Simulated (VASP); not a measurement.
# TiSi16 (a cell with a defect) in VASP: a series of runs

TiSi16 (a cell with a defect) is run at these levels: PBE+D3(BJ); tasks: single point.

All numbers are computed with VASP 6.6.1; they aren't measurements. Logs are shortened: lines on timing, memory, paths and dates and some standing lists are left out, and cuts for length are marked.

### 1 The cell of the first run

The cell holds a defect, 17 atoms: a = 7.679 Å, b = 7.679 Å, c = 7.679 Å, α = 60.00°, β = 60.00°, γ = 60.00°.

### 2 Single point, PBE+D3(BJ)

INCAR reads:

```
PREC = Accurate
ENCUT = 520
EDIFF = 1E-6
ISMEAR = -1
SIGMA = 0.02
LREAL = Auto
LASPH = True
NELM = 60
ALGO = Normal
ISIF = 2
LWAVE = False
LCHARG = False
GGA = PE
IVDW = 12
NBANDS = 52
```

KPOINTS reads:

```
Automatic mesh
0
Gamma
  2 2 2
```

POSCAR reads:

```
TiSi16
1.0
    0.0000000000      5.4300000000      5.4300000000
    5.4300000000      0.0000000000      5.4300000000
    5.4300000000      5.4300000000      0.0000000000
Si Ti
16 1
Direct
   -0.0129673332      0.0053173421      0.0041386091
    0.1213255018      0.1291614932      0.1282684204
    0.0014499300     -0.0037552786      0.5014414352
    0.1216025885      0.1291367175      0.6216004023
    0.0012819527      0.5024108555     -0.0044170996
    0.1211654416      0.6231783273      0.1281392206
    0.0013419766      0.5024014014      0.5013325946
    0.1250219419      0.6256529840      0.6250109322
    0.5039032815      0.0050109346      0.0038958235
    0.6242700403      0.1268476413      0.1242734766
    0.5041446756      0.0053115677      0.4870338830
    0.6282770429      0.1291606076      0.6213205942
    0.5037925978      0.4893326477      0.0037804180
    0.6281592829      0.6228902708      0.1281488448
    0.4955936065      0.5024103840      0.5012721040
    0.6281501387      0.6231737465      0.6211585440
    0.3745805339      0.8763957576      0.8745778969
```

Potentials or basis: VASP PAW PBE potentials, release 64 (Si, Ti_sv).

Launch:

```
cat potpaw_PBE.64/Si/POTCAR potpaw_PBE.64/Ti_sv/POTCAR > POTCAR
mpirun -np 1 vasp_std > vasp.out
```

OUTCAR:

```text
PREC = Accurate
   ENCUT = 520
   EDIFF = 1E-6
   ISMEAR = -1
   LREAL = Auto
   LASPH = True
   NELM = 60
   ISIF = 2
   GGA = PE
   IVDW = 12
 IVDW          = 12

 ion  position               nearest neighbor table
   1  0.987  0.005  0.004-  10 2.27   6 2.40   2 2.40   4 2.40  17 2.43
   2  0.121  0.129  0.128-   3 2.34   5 2.34   1 2.40   9 2.40  17 2.75
   3  0.001  0.996  0.501-   8 2.32  12 2.34   2 2.34   4 2.34
   4  0.122  0.129  0.622-   3 2.34   7 2.34   1 2.40  11 2.40  17 2.75
   5  0.001  0.502  0.996-   8 2.32  14 2.34   6 2.34   2 2.34
   6  0.121  0.623  0.128-   7 2.34   5 2.34   1 2.40  13 2.40  17 2.75
   7  0.001  0.502  0.501-   8 2.32  16 2.34   6 2.34   4 2.34
   8  0.125  0.626  0.625-  15 2.32   5 2.32   3 2.32   7 2.32
   9  0.504  0.005  0.004-  10 2.27  14 2.40  12 2.40   2 2.40  17 2.43
  10  0.624  0.127  0.124-  13 2.27   9 2.27  11 2.27   1 2.27
  11  0.504  0.005  0.487-  10 2.27  16 2.40  12 2.40   4 2.40  17 2.43
  12  0.628  0.129  0.621-   3 2.34  15 2.34  11 2.40   9 2.40  17 2.75
  13  0.504  0.489  0.004-  10 2.27  14 2.40  16 2.40   6 2.40  17 2.43
  14  0.628  0.623  0.128-   5 2.34  15 2.34   9 2.40  13 2.40  17 2.75
  15  0.496  0.502  0.501-   8 2.32  14 2.34  16 2.34  12 2.34
  16  0.628  0.623  0.621-   7 2.34  15 2.34  11 2.40  13 2.40  17 2.75
  17  0.375  0.876  0.875-  13 2.43   9 2.43  11 2.43   1 2.43   4 2.75   2 2.75  12 2.75   6 2.75
                            16 2.75  14 2.75

  LATTYP: Found a face centered cubic cell.
 ALAT       =    10.8600000000

  Lattice vectors:

 A1 = (   0.0000000000,   5.4300000000,   5.4300000000)
 A2 = (   5.4300000000,   0.0000000000,   5.4300000000)
 A3 = (   5.4300000000,   5.4300000000,   0.0000000000)

Analysis of symmetry for initial positions (statically):
=====================================================================
 Subroutine PRICEL returns:
 Original cell was already a primitive cell.

 Routine SETGRP: Setting up the symmetry group for a
 face centered cubic supercell.

 Subroutine GETGRP returns: Found  2 space group operations
 (whereof  1 operations were pure point group operations)
 out of a pool of 48 trial point group operations.

The static configuration has the point symmetry C_1 .
 The point group associated with its full space group is C_1h.

Analysis of symmetry for dynamics (positions and initial velocities):
=====================================================================
 Subroutine PRICEL returns:
 Original cell was already a primitive cell.

 Routine SETGRP: Setting up the symmetry group for a
 face centered cubic supercell.

 Subroutine GETGRP returns: Found  2 space group operations
 (whereof  1 operations were pure point group operations)
 out of a pool of 48 trial point group operations.

The dynamic configuration has the point symmetry C_1 .
 The point group associated with its full space group is C_1h.

 Subroutine INISYM returns: Found  2 space group operations
 (whereof  1 operations are pure point group operations),
 and found     1 'primitive' translations

----------------------------------------------------------------------------------------

                                     Primitive cell

  volume of cell :     320.2060

  direct lattice vectors                    reciprocal lattice vectors
     0.000000000  5.430000000  5.430000000    -0.092081031  0.092081031  0.092081031
     5.430000000  0.000000000  5.430000000     0.092081031 -0.092081031  0.092081031
     5.430000000  5.430000000  0.000000000     0.092081031  0.092081031 -0.092081031

  length of vectors
     7.679179644  7.679179644  7.679179644     0.159489025  0.159489025  0.159489025

  position of ions in fractional coordinates (direct lattice)
     0.987032667  0.005317342  0.004138609
     0.121325502  0.129161493  0.128268420
     0.001449930  0.996244721  0.501441435
     0.121602588  0.129136718  0.621600402
     0.001281953  0.502410856  0.995582900
     0.121165442  0.623178327  0.128139221
[... 9 lines left out ...]
     0.628150139  0.623173747  0.621158544
     0.374580534  0.876395758  0.874577897

  ion indices of the primitive-cell ions
   primitive index   ion index
                 1           1
                 2           2
                 3           3
                 4           4
                 5           5
                 6           6
[... 9 lines left out ...]
                16          16
                17          17

----------------------------------------------------------------------------------------

 KPOINTS: Automatic mesh

Automatic generation of k-mesh.
 Grid dimensions read from file:
 generate k-points for:    2    2    2

 Generating k-lattice:

  Cartesian coordinates                     Fractional coordinates (reciprocal lattice)
    -0.046040516  0.046040516  0.046040516     0.500000000  0.000000000  0.000000000
     0.046040516 -0.046040516  0.046040516     0.000000000  0.500000000  0.000000000
     0.046040516  0.046040516 -0.046040516     0.000000000  0.000000000  0.500000000

  Length of vectors
     0.079744512  0.079744512  0.079744512

  Shift w.r.t. Gamma in fractional coordinates (k-lattice)
     0.000000000  0.000000000  0.000000000

 Subroutine IBZKPT returns following result:
 ===========================================

 Found      6 irreducible k-points:

 Following reciprocal coordinates:
            Coordinates               Weight
  0.000000  0.000000  0.000000      1.000000
  0.500000  0.000000  0.000000      2.000000
  0.000000  0.500000  0.000000      1.000000
  0.500000  0.500000  0.500000      1.000000
  0.500000  0.500000  0.000000      2.000000
  0.500000  0.000000  0.500000      1.000000
   k-points           NKPTS =      6   k-points in BZ     NKDIM =      6   number of bands    NBANDS=     52
   number of dos      NEDOS =    301   number of ions     NIONS =     17
   total plane-waves  NPLWV = 216000
   dimension x,y,z NGX =    60 NGY =   60 NGZ =   60
   dimension x,y,z NGXF=   120 NGYF=  120 NGZF=  120
   ions per type =              16   1
   NGX,Y,Z   is equivalent  to a cutoff of  12.99, 12.99, 12.99 a.u.
   NGXF,Y,Z  is equivalent  to a cutoff of  25.98, 25.98, 25.98 a.u.
 SYSTEM =  unknown system
   PREC   = accura    normal or accurate (medium, high low for compatibility)
   ISTART =      0    job   : 0-new  1-cont  2-samecut
   ICHARG =      2    charge: 1-file 2-atom 10-const
   ISPIN  =      1    spin polarized calculation?
   LNONCOLLINEAR =      F non collinear calculations
   LSORBIT =      F    spin-orbit coupling
   LASPH  =      T    aspherical Exc in radial PAW
   ENCUT  =  520.0 eV  38.22 Ry    6.18 a.u.  14.28 14.28 14.28*2*pi/ulx,y,z
   NELM   =     60;   NELMIN=  2; NELMDL= -5     # of ELM steps
   EDIFF  = 0.1E-05   stopping-criterion for ELM
   LREAL  =      T    real-space projection
   EDIFFG = 0.1E-04   stopping-criterion for IOM
   NSW    =      0    number of steps for IOM
   IBRION =     -1    ionic relax: 0-MD 1-quasi-New 2-CG
   NFREE  =      0    steps in history (QN), initial steepest desc. (CG)
   ISIF   =      2    stress and relaxation
   ISYM   =      2    0-nonsym 1-usesym 2-fastsym
   POTIM  = 0.5000    time-step for ionic-motion
   TEBEG  =    0.0;   TEEND  =   0.0 temperature during run
   PSTRESS=    0.0 pullay stress
   NELECT =      76.0000    total number of electrons
   NUPDOWN=      -1.0000    fix difference up-down
   EMIN   =  10.00;   EMAX   =-10.00  energy-range for DOS
   EFERMI =   0.00;   METHOD = LEGACY
   ISMEAR =    -1;   SIGMA  =   0.02  broadening in eV -4-tet -1-fermi 0-gaus
   EFERMI_NEDOS =   21; number of points for ismear=-14 and -15
   IALGO  =     38    algorithm
   IMIX   =      4    mixing-type and parameters
     AMIX     =   0.40;   BMIX     =  1.00
     AMIX_MAG =   1.60;   BMIX_MAG =  1.00
  volume/ion in A,a.u.               =      18.84       127.11
  Fermi-wavevector in a.u.,A,eV,Ry     =   1.013607  1.915439 13.978610  1.027399
  Thomas-Fermi vector in A             =   2.146786
   LORBIT       =      0    0 simple, 1 ext, 2 COOP (PROOUT), +10 PAW based schemes
   GGA     = PE    functional components
   LHFCALC =     F    Hartree Fock is set to
   AEXX    =    0.0000 exact exchange contribution
   IVDW    =    12    specifies the selected vdW correction
   LEPSILON=     F    determine dielectric tensor
   LRPA    =     F    only Hartree local field effects (RPA)
 non-spin polarized calculation
  energy-cutoff  :      520.00
  volume of cell :      320.21
 maximum number of plane-waves:      8646
 NGX is ok and might be reduce to    60
   NGX = 29   NGY = 29   NGZ = 29

 number of electron      75.9999998 magnetization

 Free energy of the ion-electron system (eV)
  ---------------------------------------------------
  ext. energy  EPLUGINS =         0.00000000
  ---------------------------------------------------
  free energy    TOTEN  =       -92.21421773 eV

  energy without entropy =      -92.18968471  energy(sigma->0) =      -92.20195122

 E-fermi :   6.9311     XC(G=0):  -9.7514

 val. band max:        6.8927424980   @ k =   0.5000   0.5000   0.0000
 cond. band min:       6.9584019187   @ k =   0.0000   0.5000   0.0000
 fundamental gap:      0.0656594208
 Fermi energy:         6.9311393118

 k-point     1 :       0.0000    0.0000    0.0000
  band No.  band energies     occupation
      1     -49.8788      2.00000
      2     -26.2539      2.00000
      3     -26.2514      2.00000
      4     -26.2487      2.00000
      5      -5.7209      2.00000
      6      -3.5133      2.00000
[... 42 lines left out ...]
     49       8.1733      0.00000
     50       8.4829      0.00000

 k-point     2 :       0.5000    0.0000    0.0000
  band No.  band energies     occupation
      1     -49.8788      2.00000
      2     -26.2539      2.00000
      3     -26.2514      2.00000
      4     -26.2487      2.00000
      5      -5.0136      2.00000
      6      -4.8013      2.00000
[... 204 lines left out ...]
 k-point     6 :       0.5000    0.0000    0.5000
  band No.  band energies     occupation
      1     -49.8788      2.00000
      2     -26.2539      2.00000
      3     -26.2514      2.00000
      4     -26.2487      2.00000
      5      -4.6920      2.00000
      6      -4.6027      2.00000
[... 42 lines left out ...]
     49       9.8754      0.00000
     50      10.5381      0.00000
 [bands above 50 left out]

------------------------ aborting loop because EDIFF is reached ----------------------------------------

 Edisp (eV)   -5.83782

 E8    (eV) :    -2.4422

  FORCE on cell =-STRESS in cart. coord.  units (eV):
  Direction    XX          YY          ZZ          XY          YZ          ZX
  --------------------------------------------------------------------------------------
  -------------------------------------------------------------------------------------
  Total       1.90061     1.89617     1.90061    -0.00637    -0.00637     0.00435
  in kB       9.50986     9.48767     9.50986    -0.03187    -0.03187     0.02174
  external pressure =        9.50 kB  Pullay stress =        0.00 kB

 VOLUME and BASIS-vectors are now :
 -----------------------------------------------------------------------------
  energy-cutoff  :      520.00
  volume of cell :      320.21
      direct lattice vectors                 reciprocal lattice vectors
     0.000000000  5.430000000  5.430000000    -0.092081031  0.092081031  0.092081031
     5.430000000  0.000000000  5.430000000     0.092081031 -0.092081031  0.092081031
     5.430000000  5.430000000  0.000000000     0.092081031  0.092081031 -0.092081031

 POSITION                                       TOTAL-FORCE (eV/Angst)
 -----------------------------------------------------------------------------------
      0.05135      5.38206      5.38846         0.004053     -0.004591     -0.002388
      1.39784      1.35529      1.36014        -0.001660      0.000153      0.000780
      8.13244      2.73070      5.41748         0.000374     -0.002984      0.000374
      4.07650      4.03559      1.36151         0.000541      0.001482      0.000541
      8.13411      5.41298      2.73505        -0.001436      0.000294      0.002147
      4.07965      1.35372      4.04179        -0.001103      0.002483     -0.000972
[... 9 lines left out ...]
      6.75672      6.78375      6.79469        -0.000972      0.002483     -0.001103
      9.50779      6.78293      6.79280         0.000598      0.001413      0.000598
 -----------------------------------------------------------------------------------
    total drift:                                0.009775      0.003983     -0.012552

  FREE ENERGIE OF THE ION-ELECTRON SYSTEM (eV)
  ---------------------------------------------------
  free  energy   TOTEN  =       -98.0520381960 eV

  energy  without entropy=      -98.0275051776  energy(sigma->0) =      -98.03977169
```

It took 1.7 min on 1 thread of Intel Xeon 6975P-C (Granite Rapids), shared host; peak memory 0.46 GiB.

Results:

| Property | Result |
| --- | --- |
| Free energy | -98.0520 eV |
| Pressure | 1.0 GPa |
| Largest force | 0.007 eV/Å |
| Band gap on the k mesh | zero (band 38 reaches 6.96 eV, above the bottom of band 39 at 6.53 eV) |
| Dispersion energy per atom | -0.343 eV |

Forces on the atoms (eV/Å):
```
Si   0.004 -0.005 -0.002
Si  -0.002  0.000  0.001
Si   0.000 -0.003  0.000
Si   0.001  0.001  0.001
Si  -0.001  0.000  0.002
Si  -0.001  0.002 -0.001
Si   0.003  0.000  0.003
Si  -0.003  0.000 -0.003
Si   0.005  0.000  0.005
Si  -0.003  0.004 -0.003
Si  -0.002 -0.005  0.004
Si   0.001  0.000 -0.002
Si  -0.002  0.000 -0.002
Si  -0.001  0.000 -0.001
Si   0.002  0.000 -0.001
Si  -0.001  0.002 -0.001
Ti   0.001  0.001  0.001
```

Levels at points of the mesh, in eV from the Fermi level:
```
           k point  band 34  band 35  band 36  band 37  band 38  band 39  band 40  band 41
(0.00, 0.00, 0.00)    -0.99    -0.99    -0.99    -0.41    -0.40    -0.40    -0.10    -0.10
(0.50, 0.00, 0.00)    -1.97    -1.37    -1.37    -0.28     0.03     0.04     0.44     0.44
(0.00, 0.50, 0.00)    -1.97    -1.37    -1.37    -0.28     0.03     0.03     0.44     0.44
(0.50, 0.50, 0.50)    -1.97    -1.37    -1.37    -0.28     0.03     0.04     0.44     0.44
(0.50, 0.50, 0.00)    -2.01    -2.01    -1.88    -0.71    -0.04     0.57     0.57     1.10
(0.50, 0.00, 0.50)    -2.01    -2.01    -1.88    -0.71    -0.04     0.57     0.57     1.10
```

Caveat: the k points lie up to 0.50 Å⁻¹ apart.

(Continued in part 2 of 2.)
